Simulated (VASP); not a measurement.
Runs of VASP 6.6.1 on GaP. The structure is that of space group F-43m (No. 216), or close to it. The cells are those of the table. 

| level | potentials or basis | cell | k mesh | smearing | gap on the mesh (eV) | pressure (GPa) |
| --- | --- | --- | --- | --- | --- | --- |
| PBE | VASP PAW PBE potentials, release 64 (Ga_d, P) | a = 3.854 Å, angles 60.0°, 2 atoms | 8 × 8 × 8 | fermi-dirac 0.02 eV | (b) | 2.4 |
| PBE | VASP PAW PBE potentials, release 64 (Ga_d, P) | a = 3.854 Å, angles 60.0°, 2 atoms | 4 × 4 × 4 | gaussian 0.01 eV | 1.63 | 2.9 |
| LDA | VASP PAW LDA potentials, release 64 (Ga_d, P) | a = 3.812 Å, angles 60.0°, 2 atoms | 8 × 8 × 8 | fermi-dirac 0.02 eV | 1.43 | 0.1 |
| PBE | VASP PAW PBE potentials, release 64 (Ga_d, P) | a = 3.893 Å, angles 60.0°, 2 atoms | 8 × 8 × 8 | fermi-dirac 0.02 eV | (a) | 0.0 |

Alike in all rows: no spin polarisation; cutoff (eV) 520.

Estimate the missing entries.

(a) 1.58; (b) 1.64.

Caveats: some runs use coarse meshes.

A k mesh can miss the band edges, and the runs leave out spin-orbit coupling on Ga.
